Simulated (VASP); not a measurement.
Runs of VASP 6.6.1 on Al2InAs3. The structure is that of space group P3m1 (No. 156), or close to it. The cells are those of the table. 

```csv
task,cell,k mesh,smearing,k mesh for the DOS,occupations for the DOS,gap on the mesh (eV),pressure (GPa),largest force (eV/Å)
single point,"a = 4.197, b = 4.197, c = 10.289 Å, angles 90.0, 90.0, 120.0°, 6 atoms",6 × 6 × 4,gaussian 0.02 eV,-,-,0.48,-1.6,-
single point,"a = 3.980, b = 3.980, c = 9.776 Å, angles 90.0, 90.0, 120.0°, 6 atoms",6 × 6 × 4,gaussian 0.02 eV,-,-,(c),10.4,0.01
single point,"a = 4.070, b = 4.070, c = 9.987 Å, angles 90.0, 90.0, 120.0°, 6 atoms",6 × 6 × 4,gaussian 0.02 eV,-,-,1.01,4.4,0.01
single point,"a = 4.155, b = 4.155, c = 10.190 Å, angles 90.0, 90.0, 120.0°, 6 atoms",6 × 6 × 2,gaussian 0.1 eV,-,-,0.65,0.1,-
single point,"a = 4.025, b = 4.025, c = 9.883 Å, angles 90.0, 90.0, 120.0°, 6 atoms",6 × 6 × 4,gaussian 0.02 eV,-,-,(d),(a),0.01
single point,"a = 4.291, b = 4.291, c = 10.512 Å, angles 90.0, 90.0, 120.0°, 6 atoms",6 × 6 × 4,gaussian 0.02 eV,-,-,0.12,-4.6,-
single point,"a = 4.238, b = 4.238, c = 10.386 Å, angles 90.0, 90.0, 120.0°, 6 atoms",6 × 6 × 4,gaussian 0.02 eV,-,-,0.32,-3.0,-
single point,"a = 4.155, b = 4.155, c = 10.190 Å, angles 90.0, 90.0, 120.0°, 6 atoms",6 × 6 × 4,gaussian 0.02 eV,-,-,0.65,0.1,-
single point,"a = 4.113, b = 4.113, c = 10.089 Å, angles 90.0, 90.0, 120.0°, 6 atoms",6 × 6 × 4,gaussian 0.02 eV,-,-,0.82,(b),0.01
```

Alike in all rows: level PBE; potentials or basis VASP PAW PBE potentials, release 64 (Al, In_d, As); no spin polarisation; cutoff (eV) 520.

Q: Estimate the missing entries.

A: (a) 7.1; (b) 2.1; (c) 0.86; (d) 0.96.

Caveats: spin-orbit coupling is left out, which moves the levels of the heavy elements.

A k mesh can miss the band edges, and the runs leave out spin-orbit coupling on As, In.
